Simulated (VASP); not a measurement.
# Sb in VASP: further runs

Runs on Sb. Level: PBEsol. Tasks: single point.

Program: VASP 6.6.1. These are calculated values, not measurements. Logs are shortened: lines on timing, memory, paths and dates and some standing lists are left out, and cuts for length are marked.

## (1) The cell of the first run

The cell holds a slab with vacuum, 5 atoms: a = 3.334 Å, b = 3.334 Å, c = 25.430 Å, α = 90.00°, β = 90.00°, γ = 90.00°.

## (2) Single point, PBEsol

INCAR reads:

```
PREC     = Accurate       # precision mode
ENCUT    = 520            # plane-wave cutoff, eV
EDIFF    = 1E-7           # SCF threshold, eV
ISMEAR   = -1             # smearing method
SIGMA    = 0.1            # smearing width, eV
LREAL    = False          # projectors in reciprocal space
LASPH    = True           # aspherical terms in the spheres
NELM     = 100            # most SCF steps
ALGO     = Normal         # electronic algorithm
ISIF     = 2              # what is computed and relaxed
LWAVE    = False          # write WAVECAR
LCHARG   = True           # write CHGCAR
GGA      = PS             # functional
LELF     = True           # ELF
LVHAR    = True         
NBANDS   = 20             # bands
```

KPOINTS reads:

```
Automatic mesh
0
Gamma
  11 11 1
```

POSCAR reads:

```
Sb
1.0
    3.3338465348      0.0000000000      0.0000000000
    0.0000000000      3.3338465348      0.0000000000
    0.0000000000      0.0000000000     25.4295000000
Sb
5
Direct
    0.0000000000      0.0000000000      0.3238290359
    0.5000000000      0.5000000000      0.4057516830
    0.0000000000      0.0000000000      0.4999999047
    0.5000000000      0.5000000000      0.5942483405
    0.0000000000      0.0000000000      0.6761710359
```

Potentials or basis: VASP PAW PBE potentials, release 64 (Sb).

Command:

```sh
$ cat potpaw_PBE.64/Sb/POTCAR > POTCAR
$ mpirun -np 1 vasp_std > vasp.out
```

OUTCAR:

```text
PREC = Accurate
   ENCUT = 520
   EDIFF = 1E-7
   ISMEAR = -1
   LREAL = False
   LASPH = True
   NELM = 100
   ISIF = 2
   GGA = PS

 ion  position               nearest neighbor table
   1  0.000  0.000  0.324-   2 3.15   2 3.15   2 3.15   2 3.15
   2  0.500  0.500  0.406-   1 3.15   1 3.15   1 3.15   1 3.15   3 3.36   3 3.36   3 3.36   3 3.36

   3  0.000  0.000  0.500-   2 3.36   2 3.36   2 3.36   2 3.36   4 3.36   4 3.36   4 3.36   4 3.36

   4  0.500  0.500  0.594-   5 3.15   5 3.15   5 3.15   5 3.15   3 3.36   3 3.36   3 3.36   3 3.36

   5  0.000  0.000  0.676-   4 3.15   4 3.15   4 3.15   4 3.15

  LATTYP: Found a simple tetragonal cell.
 ALAT       =     3.3338465348
 C/A-ratio  =     7.6276756397

  Lattice vectors:

 A1 = (   3.3338465348,   0.0000000000,   0.0000000000)
 A2 = (   0.0000000000,   3.3338465348,   0.0000000000)
 A3 = (   0.0000000000,   0.0000000000,  25.4295000000)

Analysis of symmetry for initial positions (statically):
=====================================================================
 Subroutine PRICEL returns:
 Original cell was already a primitive cell.

 Routine SETGRP: Setting up the symmetry group for a
 simple tetragonal supercell.

 Subroutine GETGRP returns: Found 16 space group operations
 (whereof 16 operations were pure point group operations)
 out of a pool of 16 trial point group operations.

The static configuration has the point symmetry D_4h.

Analysis of symmetry for dynamics (positions and initial velocities):
=====================================================================
 Subroutine PRICEL returns:
 Original cell was already a primitive cell.

 Routine SETGRP: Setting up the symmetry group for a
 simple tetragonal supercell.

 Subroutine GETGRP returns: Found 16 space group operations
 (whereof 16 operations were pure point group operations)
 out of a pool of 16 trial point group operations.

The dynamic configuration has the point symmetry D_4h.

 Subroutine INISYM returns: Found 16 space group operations
 (whereof 16 operations are pure point group operations),
 and found     1 'primitive' translations

----------------------------------------------------------------------------------------

[... 90 lines left out ...]
   LSORBIT =      F    spin-orbit coupling
   LASPH  =      T    aspherical Exc in radial PAW
   ENCUT  =  520.0 eV  38.22 Ry    6.18 a.u.   6.20  6.20 47.28*2*pi/ulx,y,z
   NELM   =    100;   NELMIN=  2; NELMDL= -5     # of ELM steps
   EDIFF  = 0.1E-06   stopping-criterion for ELM
   LREAL  =      F    real-space projection
   EDIFFG = 0.1E-05   stopping-criterion for IOM
   NSW    =      0    number of steps for IOM
   IBRION =     -1    ionic relax: 0-MD 1-quasi-New 2-CG
   NFREE  =      0    steps in history (QN), initial steepest desc. (CG)
   ISIF   =      2    stress and relaxation
   ISYM   =      2    0-nonsym 1-usesym 2-fastsym
   POTIM  = 0.5000    time-step for ionic-motion
   TEBEG  =    0.0;   TEEND  =   0.0 temperature during run
   PSTRESS=    0.0 pullay stress
   NELECT =      25.0000    total number of electrons
   NUPDOWN=      -1.0000    fix difference up-down
   EMIN   =  10.00;   EMAX   =-10.00  energy-range for DOS
   EFERMI =   0.00;   METHOD = LEGACY
   ISMEAR =    -1;   SIGMA  =   0.10  broadening in eV -4-tet -1-fermi 0-gaus
   EFERMI_NEDOS =   21; number of points for ismear=-14 and -15
   IALGO  =     38    algorithm
   IMIX   =      4    mixing-type and parameters
     AMIX     =   0.40;   BMIX     =  1.00
     AMIX_MAG =   1.60;   BMIX_MAG =  1.00
  volume/ion in A,a.u.               =      56.53       381.47
  Fermi-wavevector in a.u.,A,eV,Ry     =   0.729421  1.378407  7.239055  0.532056
  Thomas-Fermi vector in A             =   1.821139
   LORBIT       =      0    0 simple, 1 ext, 2 COOP (PROOUT), +10 PAW based schemes
   GGA     = PS    functional components
   LHFCALC =     F    Hartree Fock is set to
   AEXX    =    0.0000 exact exchange contribution
   IVDW    =     0    specifies the selected vdW correction
   LEPSILON=     F    determine dielectric tensor
   LRPA    =     F    only Hartree local field effects (RPA)
 non-spin polarized calculation
  energy-cutoff  :      520.00
  volume of cell :      282.64
 maximum number of plane-waves:      7642
 NGX is ok and might be reduce to    28

 number of electron      25.0000002 magnetization

 Free energy of the ion-electron system (eV)
  ---------------------------------------------------
  ext. energy  EPLUGINS =         0.00000000
  ---------------------------------------------------
  free energy    TOTEN  =       -21.01705834 eV

  energy without entropy =      -20.90074354  energy(sigma->0) =      -20.95890094

 E-fermi :   1.8056     XC(G=0):  -5.3674

 val. band max:        1.8007482960   @ k =   0.4545   0.1818   0.0000
 cond. band min:       1.8191436137   @ k =   0.4545   0.3636   0.0000
 fundamental gap:      0.0183953177
 Fermi energy:         1.8056273390

 k-point     1 :       0.0000    0.0000    0.0000
  band No.  band energies     occupation
      1     -11.4318      2.00000
      2     -11.0372      2.00000
      3      -9.5134      2.00000
      4      -7.6316      2.00000
      5      -6.2069      2.00000
      6      -2.3630      2.00000
[... 472 lines left out ...]
     19       2.3377      0.00973
     20       2.4428      0.00341

------------------------ aborting loop because EDIFF is reached ----------------------------------------

  FORCE on cell =-STRESS in cart. coord.  units (eV):
  Direction    XX          YY          ZZ          XY          YZ          ZX
  --------------------------------------------------------------------------------------
  -------------------------------------------------------------------------------------
  Total        0.7283058      0.7283058      0.0635293      0.0000000      0.0000000      0.0000000
  in kB        4.1285287      4.1285287      0.3601269      0.0000000      0.0000000      0.0000000
  external PRESSURE =       2.8723948 kB  Pullay stress =       0.0000000 kB

 VOLUME and BASIS-vectors are now :
 -----------------------------------------------------------------------------
  energy-cutoff  :      520.00
  volume of cell :      282.64
      direct lattice vectors                 reciprocal lattice vectors
     3.333846535  0.000000000  0.000000000     0.299953819  0.000000000  0.000000000
     0.000000000  3.333846535  0.000000000     0.000000000  0.299953819  0.000000000
     0.000000000  0.000000000 25.429500000     0.000000000  0.000000000  0.039324407

 POSITION                                       TOTAL-FORCE (eV/Angst)
 -----------------------------------------------------------------------------------
      0.00000      0.00000      8.23481        -0.000000      0.000000     -0.013615
      1.66692      1.66692     10.31806         0.000000     -0.000000      0.010744
      0.00000      0.00000     12.71475        -0.000000      0.000000      0.000000
      1.66692      1.66692     15.11144        -0.000000     -0.000000     -0.010744
      0.00000      0.00000     17.19469         0.000000      0.000000      0.013615
 -----------------------------------------------------------------------------------
    total drift:                               -0.000000     -0.000000      0.000004

  FREE ENERGIE OF THE ION-ELECTRON SYSTEM (eV)
  ---------------------------------------------------
  free  energy   TOTEN  =       -21.0170583399 eV

  energy  without entropy=      -20.9007435390  energy(sigma->0) =      -20.95890094
```

OSZICAR:

```text
N       E                     dE             d eps       ncg     rms          rms(c)
DAV:   1     0.147935925588E+03    0.14794E+03   -0.76837E+03   840   0.894E+02
DAV:   2    -0.812061527456E+01   -0.15606E+03   -0.14996E+03  1192   0.158E+02
DAV:   3    -0.207109959491E+02   -0.12590E+02   -0.12364E+02  1076   0.510E+01
[... 14 lines left out ...]
DAV:  18    -0.210170477519E+02   -0.22998E-04   -0.13281E-06   844   0.241E-03    0.660E-04
DAV:  19    -0.210170559386E+02   -0.81866E-05   -0.63293E-07   840   0.149E-03    0.129E-04
DAV:  20    -0.210170575601E+02   -0.16215E-05   -0.52336E-08   792   0.522E-04    0.701E-05
DAV:  21    -0.210170583027E+02   -0.74264E-06   -0.52821E-08   732   0.384E-04    0.288E-05
DAV:  22    -0.210170583399E+02   -0.37254E-07   -0.14270E-09   688   0.105E-04
   1 F= -.21017058E+02 E0= -.20958901E+02  d E =-.116315E+00
```

Run time: 1.7 min. Hardware: 1 thread of Intel Xeon 6975P-C (Granite Rapids), shared host; peak memory 0.42 GiB.

Results:

| Quantity | Value |
| --- | --- |
| Free energy | -21.0171 eV |
| Largest force | 0.014 eV/Å |

Forces in eV/Å, atoms in the order of the input:
```
Sb   0.000  0.000 -0.014
Sb   0.000  0.000  0.011
Sb   0.000  0.000  0.000
Sb   0.000  0.000 -0.011
Sb   0.000  0.000  0.014
```

Caveat: the PAW data sets were made with another functional, which shifts forces and pressure a little; spin-orbit coupling is left out, which moves the levels of the heavy elements.

## (3) Single point, PBEsol

This run uses another cell than the first one, of 35.48 Å³/atom, 0.628 times its volume.

INCAR reads:

```
SYSTEM = Sb
  PREC = Accurate
  ENCUT = 520
  EDIFF = 1E-6
  ISMEAR = -1
  SIGMA = 0.1
  LREAL = .FALSE.
  LASPH = .TRUE.
  NELM = 60
  ALGO = Normal
  ISIF = 2
  LWAVE = .FALSE.
  LCHARG = .TRUE.
  LDIPOL = .TRUE.
  IDIPOL = 3
  DIPOL = 0.5 0.5 0.500
  GGA = PS
  LELF = .TRUE.
  LVHAR = .TRUE.
  LVACPOTAV = .TRUE.
  NBANDS = 20
```

KPOINTS reads:

```
Automatic mesh
0
G
  11 11 1
  0 0 0
```

POSCAR reads:

```
Sb
1.0
    3.3338465325      0.0000000000      0.0000000000
    0.0000000000      3.3338465325      0.0000000000
    0.0000000000      0.0000000000     15.9599000000
Sb
5
Direct
    0.0000000000      0.0000000000      0.2193002456
    0.5000000000      0.5000000000      0.3498306419
    0.0000000000      0.0000000000      0.4999998141
    0.5000000000      0.5000000000      0.6501692899
    0.0000000000      0.0000000000      0.7806997544
```

Potentials or basis: VASP PAW PBE potentials, release 64 (Sb).

Command:

```sh
$ cat potpaw_PBE.64/Sb/POTCAR > POTCAR
$ mpirun -np 1 vasp_std > vasp.out
```

Wall time 42 s (1 thread of Intel Xeon 6975P-C (Granite Rapids), shared host); peak memory 0.29 GiB.

It converged, with:

```
Free energy   : -21.0192 eV
Largest force : 0.015 eV/Å
```

Forces on the atoms (eV/Å):
```
Sb   0.000  0.000 -0.015
Sb   0.000  0.000  0.013
Sb   0.000  0.000  0.000
Sb   0.000  0.000 -0.013
Sb   0.000  0.000  0.015
```

Levels at points of the mesh, in eV from the Fermi level:
| k point | band 9 | band 10 | band 11 | band 12 | band 13 | band 14 |
| --- | --- | --- | --- | --- | --- | --- |
| (0.00, 0.00, 0.00) | 0.31 | 0.31 | 0.74 | 0.74 | 2.22 | 2.31 |

Caveat: the PAW data sets were made with another functional, which shifts forces and pressure a little; spin-orbit coupling is left out, which moves the levels of the heavy elements.

## (4) Single point, PBEsol

This run uses another cell than the first one, of 35.48 Å³/atom, 0.628 times its volume.

INCAR reads:

```
ALGO = Normal
DIPOL = 0.5 0.5 0.500
EDIFF = 1E-6
ENCUT = 520
GGA = PS
IDIPOL = 3
ISIF = 2
ISMEAR = -1
LASPH = T
LCHARG = F
LDIPOL = T
LREAL = F
LWAVE = F
NBANDS = 20
NELM = 100
PREC = Accurate
SIGMA = 0.1
```

KPOINTS reads:

```
k-points
0
Gamma
  11 11 1
```

POSCAR is that of step 3.

Command:

```sh
$ cat potpaw_PBE.64/Sb/POTCAR > POTCAR
$ mpirun -np 1 vasp_std > vasp.out
```

Wall time 46 s (1 thread of Intel Xeon 6975P-C (Granite Rapids), shared host); peak memory 0.29 GiB.

The run converged. Its results:

| Property | Result |
| --- | --- |
| Free energy | -21.0192 eV |
| Largest force | 0.015 eV/Å |

Forces in eV/Å, atoms in the order of the input:
```
Sb   0.000  0.000 -0.015
Sb   0.000  0.000  0.013
Sb   0.000  0.000  0.000
Sb   0.000  0.000 -0.013
Sb   0.000  0.000  0.015
```

Levels at points of the mesh, in eV from the Fermi level:
```tsv
k point	band 8	band 9	band 10	band 11	band 12	band 13	band 14	band 15
(0.00, 0.00, 0.00)	0.31	0.31	0.31	0.74	0.74	2.22	2.31	2.31
```

Caveat: the PAW data sets were made with another functional, which shifts forces and pressure a little; spin-orbit coupling is left out, which moves the levels of the heavy elements.

## (5) Single point, PBEsol

INCAR reads:

```
SYSTEM = Sb
ALGO = Normal
DIPOL = 0.5 0.5 0.500
EDIFF = 1E-6
ENCUT = 520
GGA = PS
IDIPOL = 3
ISIF = 2
ISMEAR = -1
LASPH = .TRUE.
LCHARG = .TRUE.
LDIPOL = .TRUE.
LELF = .TRUE.
LREAL = .FALSE.
LVACPOTAV = .TRUE.
LVHAR = .TRUE.
LWAVE = .FALSE.
NBANDS = 20
NELM = 60
PREC = Accurate
SIGMA = 0.1
```

KPOINTS reads:

```
k-points
0
G
  11 11 1
  0 0 0
```

POSCAR reads:

```
Sb
1.0
    3.3338465325      0.0000000000      0.0000000000
    0.0000000000      3.3338465325      0.0000000000
    0.0000000000      0.0000000000     25.4295000000
Sb
5
Direct
    0.0000000000      0.0000000000      0.3145944287
    0.5000000000      0.5000000000      0.4072972141
    0.0000000000      0.0000000000      0.5000000000
    0.5000000000      0.5000000000      0.5927027859
    0.0000000000      0.0000000000      0.6854055713
```

Command:

```sh
$ cat potpaw_PBE.64/Sb/POTCAR > POTCAR
$ mpirun -np 1 vasp_std > vasp.out
```

It took 1.9 min on 1 thread of Intel Xeon 6975P-C (Granite Rapids), shared host; peak memory 0.43 GiB.

Results (log left out):

- Free energy: -20.9117 eV
- Largest force: 0.327 eV/Å

Forces in eV/Å, atoms in the order of the input:
```
Sb   0.000  0.000  0.327
Sb   0.000  0.000 -0.308
Sb   0.000  0.000  0.000
Sb   0.000  0.000  0.308
Sb   0.000  0.000 -0.327
```

Levels at points of the mesh, in eV from the Fermi level:
| k point | band 8 | band 9 | band 10 | band 11 | band 12 | band 13 | band 14 | band 15 | band 16 | band 17 |
| --- | --- | --- | --- | --- | --- | --- | --- | --- | --- | --- |
| (0.00, 0.00, 0.00) | -0.12 | 0.61 | 0.61 | 1.36 | 1.36 | 2.04 | 2.53 | 2.53 | 3.70 | 3.83 |

Caveat: the PAW data sets were made with another functional, which shifts forces and pressure a little; spin-orbit coupling is left out, which moves the levels of the heavy elements.

## (6) Single point, PBEsol

INCAR reads:

```
PREC     = Accurate       # precision mode
ENCUT    = 520            # plane-wave cutoff, eV
EDIFF    = 1E-7           # SCF threshold, eV
ISMEAR   = -1             # smearing method
SIGMA    = 0.1            # smearing width, eV
LREAL    = False          # projectors in reciprocal space
LASPH    = True           # aspherical terms in the spheres
NELM     = 100            # most SCF steps
ALGO     = Normal         # electronic algorithm
ISIF     = 2              # what is computed and relaxed
LWAVE    = False          # write WAVECAR
LCHARG   = False          # write CHGCAR
LDIPOL   = True         
IDIPOL   = 3            
DIPOL    = 0.5 0.5 0.500
GGA      = PS             # functional
NBANDS   = 20             # bands
```

KPOINTS reads:

```
regular mesh
0
Gamma
  11 11 1
```

POSCAR reads:

```
Sb
1.0
    3.3338465325      0.0000000000      0.0000000000
    0.0000000000      3.3338465325      0.0000000000
    0.0000000000      0.0000000000     25.4295000000
Sb
5
Direct
    0.0000000000      0.0000000000      0.3238290490
    0.5000000000      0.5000000000      0.4057517007
    0.0000000000      0.0000000000      0.4999999152
    0.5000000000      0.5000000000      0.5942483203
    0.0000000000      0.0000000000      0.6761710148
```

Potentials or basis: VASP PAW PBE potentials, release 64 (Sb).

Command:

```sh
$ cat potpaw_PBE.64/Sb/POTCAR > POTCAR
$ mpirun -np 1 vasp_std > vasp.out
```

Wall time 1.7 min (1 thread of Intel Xeon 6975P-C (Granite Rapids), shared host); peak memory 0.42 GiB.

It converged, with:

| Item | Value |
| --- | --- |
| Free energy | -21.0171 eV |
| Largest force | 0.014 eV/Å |

Forces on the atoms (eV/Å):
```
Sb   0.000  0.000 -0.014
Sb   0.000  0.000  0.011
Sb   0.000  0.000  0.000
Sb   0.000  0.000 -0.011
Sb   0.000  0.000  0.014
```

Levels at points of the mesh, in eV from the Fermi level:
```
           k point  band 7  band 8  band 9  band 10  band 11  band 12  band 13  band 14  band 15  band 16
(0.00, 0.00, 0.00)   -2.18    0.24    0.31     0.31     0.74     0.74     2.31     2.31     2.36     3.73
```

Caveat: the PAW data sets were made with another functional, which shifts forces and pressure a little; spin-orbit coupling is left out, which moves the levels of the heavy elements.

## (7) Summary

```csv
cell,dipole correction,gap on the mesh (eV),largest force (eV/Å)
"a = 3.334, b = 3.334, c = 25.430 Å, 5 atoms",no,none,0.01
"a = 3.334, b = 3.334, c = 15.960 Å, 5 atoms",yes,none,0.02
"a = 3.334, b = 3.334, c = 25.430 Å, 5 atoms",yes,none,0.01
```

Some of these runs hold the atoms at other places in the same cell, which the table doesn't show; runs alike in all that it shows share one row.

Alike in all rows: task single point; level PBEsol; potentials or basis VASP PAW PBE potentials, release 64 (Sb); no spin polarisation; k mesh 11 × 11 × 1; cutoff (eV) 520; smearing fermi-dirac 0.1 eV.

Caveats: the PAW data sets were made with another functional, which shifts forces and pressure a little; spin-orbit coupling is left out, which moves the levels of the heavy elements.

Absolute energies hang on the potentials; compare differences alone.
